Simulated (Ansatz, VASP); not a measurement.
## Al5O3: VASP beside Ansatz

```
Al O
1.0
     2.66004    0.00000    0.00000
     0.00000    2.66004    0.00000
     0.00000    0.00000   13.55341
Al O
5 3
Direct
  0.00000 0.00000 0.24224
  0.00000 0.00000 0.75776
  0.00000 0.00000 0.00000
  0.50000 0.50000 0.39184
  0.50000 0.50000 0.60816
  0.50000 0.50000 0.08266
  0.50000 0.50000 0.91734
  0.00000 0.00000 0.50000
```

Change from the starting cell: species swapped into the Ti3Pd5 type (P4/mmm, No. 123).

Alike in both runs: functional PBE; k mesh 6 × 6 × 2; occupations gaussian, width 0.1 eV; no spin polarisation.

Ansatz relaxed the structure, and its values are those at the end. VASP's run is a single point on that final structure, the one shown.

|  | VASP | Ansatz |
| --- | --- | --- |
| version | VASP 6.6.1 | Ansatz 0.2.0 |
| potentials or method | VASP PAW PBE potentials, release 64 (Al, O), cutoff 520 eV | scalar-relativistic, plane waves, PAW |
| valence electrons in the cell | 33 | 33 |

```csv
,VASP,Ansatz,Ansatz less VASP
gap on the k mesh at the Fermi level (eV),none,none,-
pressure (GPa),0.1,0.1,+0.06
```

A gap of «none» marks a metal or a gap that the smearing closes.

The k mesh is coarse, so the values compare programs but aren't converged.
